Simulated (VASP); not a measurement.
Input of a VASP 6.6.1 run:

File INCAR:

```
PREC     = Accurate       # precision mode
ENCUT    = 1340           # plane-wave cutoff, eV
EDIFF    = 1E-6           # SCF threshold, eV
ISMEAR   = 0              # smearing method
SIGMA    = 0.01           # smearing width, eV
LREAL    = False          # projectors in reciprocal space
LASPH    = True           # aspherical terms in the spheres
NELM     = 120            # most SCF steps
ALGO     = Normal         # electronic algorithm
ISIF     = 2              # what is computed and relaxed
LWAVE    = False          # write WAVECAR
LCHARG   = False          # write CHGCAR
GGA      = PE             # functional
NBANDS   = 28             # bands
GGA_COMPAT= False
```

The input KPOINTS:

```
Automatic mesh
0
Gamma
  6 6 6
```

File POSCAR:

```
BaZrO3
1.0
    4.1755936322      0.0000000000      0.0000000000
    0.0000000000      4.1755936322      0.0000000000
    0.0000000000      0.0000000000      4.1755936322
Ba Zr O
1 1 3
Direct
    0.0000000000      0.0000000000      0.0000000000
    0.5000000000      0.5000000000      0.5000000000
    0.0000000000      0.5000000000      0.5000000000
    0.5000000000      0.0000000000      0.5000000000
    0.5000000000      0.5000000000      0.0000000000
```

Potentials or basis: VASP PAW PBE potentials, release 64 (Ba_sv, Zr_sv, O_h).

Launch:

```sh
$ cat potpaw_PBE.64/Ba_sv/POTCAR potpaw_PBE.64/Zr_sv/POTCAR potpaw_PBE.64/O_h/POTCAR > POTCAR
$ mpirun -np 1 vasp_std > vasp.out
```

Question: Predict the pressure.

Answer: 7.1 GPa.

Question: Estimate the band gap on the k mesh.

Answer: 3.22 eV (least direct gap 3.43 eV).

Caveat: the cell stands under pressure; spin-orbit coupling is left out, which moves the levels of the heavy elements. A k mesh can miss the band edges.
